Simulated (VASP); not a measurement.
## VAgCl3: single point with PBE

The system is VAgCl3.

```
V Ag Cl
1.0
     7.47289    0.00000    0.00000
    -3.73645    6.47171    0.00000
     0.00000    0.00000    4.71086
V Ag Cl
2 2 6
Direct
  0.33333 0.66667 0.75000
  0.66667 0.33333 0.25000
  0.00000 0.00000 0.50000
  0.00000 0.00000 0.00000
  0.19599 0.39198 0.25000
  0.80401 0.19599 0.75000
  0.80401 0.60802 0.75000
  0.19599 0.80401 0.25000
  0.60802 0.80401 0.25000
  0.39198 0.19599 0.75000
```

```yaml
Program: VASP 6.6.1
Task: single point
Functional: PBE
Potentials_or_basis: VASP PAW PBE potentials, release 64 (V_sv, Ag, Cl)
Cutoff: 520 eV
k_mesh: 3 × 3 × 4
Occupations: gaussian, width 0.1 eV
Spin: collinear spin, ferrimagnetic start
Starting_moments: "[3.72, 3.72, -0.13, -0.13, 0.0, 0.0, 0.0, 0.0, 0.0, 0.0] μB"
```

* Pressure: 0.0 GPa
* Largest force: 0.030 eV/Å
* Band gap on the k mesh: 0.24 eV, direct
* Net moment: 6.00 μB per cell
* Site moments: V +2.78; Ag -0.02; Cl -0.04 μB
* Valence electrons inside the program's atomic spheres: V 11.06; Ag 9.92; Cl 5.08

Forces in eV/Å, atoms in the order of the input:
```
V    0.000  0.000  0.000
V    0.000  0.000  0.000
Ag   0.000  0.000  0.000
Ag   0.000  0.000  0.000
Cl   0.000  0.030  0.000
Cl  -0.026  0.015  0.000
Cl   0.000 -0.030  0.000
Cl   0.026 -0.015  0.000
Cl  -0.026 -0.015  0.000
Cl   0.026  0.015  0.000
```

Stress tensor (GPa, compression positive):
```
 0.19  0.00  0.00
 0.00  0.19  0.00
 0.00  0.00 -0.29
```

Levels at points of the mesh, in eV from the valence-band top:
Spin up:
| k point | band 46 | band 47 | band 48 | band 49 | band 50 | band 51 |
| --- | --- | --- | --- | --- | --- | --- |
| (0.00, 0.00, 0.00) | -0.13 | -0.11 | -0.11 | 0.43 | 0.43 | 0.69 |
| (0.00, 0.00, 0.50) | -0.06 | -0.06 | -0.06 | 0.41 | 0.41 | 0.41 |
Spin down:
| k point | band 40 | band 41 | band 42 | band 43 | band 44 | band 45 |
| --- | --- | --- | --- | --- | --- | --- |
| (0.00, 0.00, 0.00) | -1.03 | -0.80 | -0.80 | 1.10 | 2.00 | 2.01 |
| (0.00, 0.00, 0.50) | -1.18 | -1.18 | -1.18 | 1.84 | 1.84 | 1.97 |

Run time: 9.9 min on 1 thread of AMD EPYC 7R13 (shared host), peak memory 0.48 GiB.

A k mesh can miss the band edges.
